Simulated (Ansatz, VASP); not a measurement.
# BeRe: VASP beside Ansatz

```
Be Re
1.0
     0.00000    2.47068    2.47068
     2.47068    0.00000    2.47068
     2.47068    2.47068    0.00000
Be Re
1 1
Cartesian
  0.0000 0.0000 0.0000
  1.2353 1.2353 1.2353
```

Alike in both runs: functional PBE; k mesh 20 × 20 × 20; occupations gaussian, width 0.1 eV; no spin polarisation.

Ansatz relaxed the structure, and its values are those at the end. VASP's run is a single point on that final structure, the one shown.

|  | VASP | Ansatz |
| --- | --- | --- |
| version | VASP 6.6.1 | Ansatz 0.2.0 |
| potentials or method | VASP PAW PBE potentials, release 64 (Be, Re), cutoff 520 eV | scalar-relativistic, plane waves, PAW |
| valence electrons in the cell | 9 | 17 |

VASP gave:

| Property | Result |
| --- | --- |
| gap on the k mesh at the Fermi level (eV) | none |
| pressure (GPa) | 0.2 |

Task: What did Ansatz give for the same quantities?

Result: gap on the k mesh at the Fermi level (eV): none; pressure (GPa): 0.0.

A gap of «none» marks a metal or a gap that the smearing closes. VASP's potentials hold 9 valence electrons a cell and Ansatz's 17, so a difference there can come from the potentials and not from the codes.

Neither program's run includes spin-orbit coupling.
